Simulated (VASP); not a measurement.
Write the native input for VASP 6.6.1 that does the following.

- Task: single point
- Functional: PBE
- Potentials or basis: VASP PAW PBE potentials, release 64 (Hf_pv, Si, N)
- Cutoff: 520 eV
- k mesh: 6 × 6 × 2
- Occupations: gaussian, width 0.1 eV
- Spin: no spin polarisation
- Dipole correction: no
- Further INCAR settings: ALGO = Normal; EDIFF = 1e-06; NBANDS = 30

The structure of Hf3Si2N lies in POSCAR:

```
Hf3Si2N
1.0
    3.1325650978      0.0000000000      0.0000000000
    0.0000000000      3.1325650978      0.0000000000
    0.0000000000      0.0000000000     10.5268269875
Hf Si N
3 2 1
Direct
    0.0000000000      0.0000000000      0.6195557111
    0.0000000000      0.0000000000      0.2719661443
    0.5000000000      0.5000000000      0.8401020475
    0.0000000000      0.0000000000      1.0135958327
    0.5000000000      0.5000000000      0.4656527757
    0.5000000000      0.5000000000      0.2891274987
```

The cell was generated, and may not be a known phase.

One way to write it, as run:

INCAR

```
PREC = Accurate
ENCUT = 520
EDIFF = 1E-6
ISMEAR = 0
SIGMA = 0.1
LREAL = F
LASPH = T
NELM = 60
ALGO = Normal
ISIF = 2
LWAVE = F
LCHARG = T
GGA = PE
LELF = T
LVHAR = T
NBANDS = 30
```

KPOINTS

```
Automatic mesh
0
Gamma
  6 6 2
```

Potentials or basis: VASP PAW PBE potentials, release 64 (Hf_pv, Si, N).

The run is started by

```console
$ cat potpaw_PBE.64/Hf_pv/POTCAR potpaw_PBE.64/Si/POTCAR potpaw_PBE.64/N/POTCAR > POTCAR
$ mpirun -np 1 vasp_std > vasp.out
```

Results of the run:

```json
{"Pressure": "-0.5 GPa", "Largest force": "0.048 eV/Å", "Band gap on the k mesh": "zero (an odd number of electrons rules out a gap without spin polarisation)"}
```

Caveat: spin-orbit coupling is left out, which moves the levels of the heavy elements; an odd number of electrons without spin polarisation forces a metal; a magnetic or distorted state may lie lower.

Wall time 53 s on 1 thread of Intel(R) Xeon(R) Platinum 8259CL CPU @ 2.50GHz (Skylake/Cascade Lake) (shared host), peak memory 0.23 GiB.
